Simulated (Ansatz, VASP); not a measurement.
## Pb: VASP beside Ansatz

```
Pb
1.0
     3.35198   -3.34382    0.00000
     3.35198    3.34382    0.00000
     0.00000    0.00000    7.95143
Pb
5
Cartesian
  1.6760 -1.6719 2.3586
  1.6760 1.6719 5.5928
  1.6760 1.6719 2.3586
  1.6760 -1.6719 5.5928
  0.0000 0.0000 0.0000
```

Alike in both runs: functional PBE; k mesh 4 × 4 × 4; occupations gaussian, width 0.1 eV; no spin polarisation.

Ansatz relaxed the structure, and its values are those at the end. VASP's run is a single point on that final structure, the one shown.

|  | VASP | Ansatz |
| --- | --- | --- |
| version | VASP 6.6.1 | Ansatz 0.2.0 |
| potentials or method | VASP PAW PBE potentials, release 64 (Pb_d), cutoff 520 eV | scalar-relativistic, plane waves, PAW |
| valence electrons in the cell | 70 | 70 |

```csv
,VASP,Ansatz,Ansatz less VASP
gap on the k mesh at the Fermi level (eV),none,none,-
pressure (GPa),0.0,0.1,+0.06
rms of the force components (eV/Å),0.004,0.004,+0.0002
```

A gap of «none» marks a metal or a gap that the smearing closes.

Neither program's run includes spin-orbit coupling.
